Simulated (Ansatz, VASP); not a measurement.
# Al2Au in VASP and in Ansatz

INCAR

```
PREC = Accurate
ENCUT = 520
EDIFF = 1E-6
ISMEAR = 0
SIGMA = 0.1
LREAL = F
LASPH = T
NELM = 60
ALGO = Fast
ISIF = 2
LWAVE = F
LCHARG = T
GGA = PE
LELF = T
LVHAR = T
NBANDS = 16
```

KPOINTS

```
Automatic mesh
0
Gamma
  12 12 12
```

The input POSCAR:

```
Al2Au
1.0
    0.0000000000      3.0603960329      3.0603960329
    3.0603960329      0.0000000000      3.0603960329
    3.0603960329      3.0603960329      0.0000000000
Al Au
2 1
Direct
    0.2500000000      0.2500000000      0.2500000000
    0.7500000000      0.7500000000      0.7500000000
    0.0000000000      0.0000000000      0.0000000000
```

Input for Ansatz:

```yaml
crystal:
  lattice:
    - [0.0, 3.0603960329, 3.0603960329]
    - [3.0603960329, 0.0, 3.0603960329]
    - [3.0603960329, 3.0603960329, 0.0]
  atoms:
    - { symbol: Al, position: [0.25, 0.25, 0.25] }
    - { symbol: Al, position: [0.75, 0.75, 0.75] }
    - { symbol: Au, position: [0.0, 0.0, 0.0] }
basis:
  ecutwfc: 420
kpoints:
  mp_grid: { grid: [12, 12, 12] }
hamiltonian:
  xc: pbe
scf:
  occupations: { method: gaussian, width: 0.1 }
output:
  forces: true
  stress: true
  eigenvalues: true
```

Alike in both runs: task single point; functional PBE; k mesh 12 × 12 × 12; occupations gaussian, width 0.1 eV; no spin polarisation.

|  | VASP | Ansatz |
| --- | --- | --- |
| version | VASP 6.6.1 | Ansatz 0.2.0 |
| potentials or method | VASP PAW PBE potentials, release 64 (Al, Au), cutoff 520 eV | scalar-relativistic, plane waves, PAW |
| valence electrons in the cell | 17 | 25 |

VASP gave:

```
gap on the k mesh at the Fermi level (eV) : none
pressure (GPa)                            : -3.1
```

Question: Estimate Ansatz's values.

Answer: gap on the k mesh at the Fermi level (eV): none; pressure (GPa): -2.9.

A gap of «none» marks a metal or a gap that the smearing closes. VASP's potentials hold 17 valence electrons a cell and Ansatz's 25, so a difference there can come from the potentials and not from the codes.

Spin-orbit coupling is off throughout.
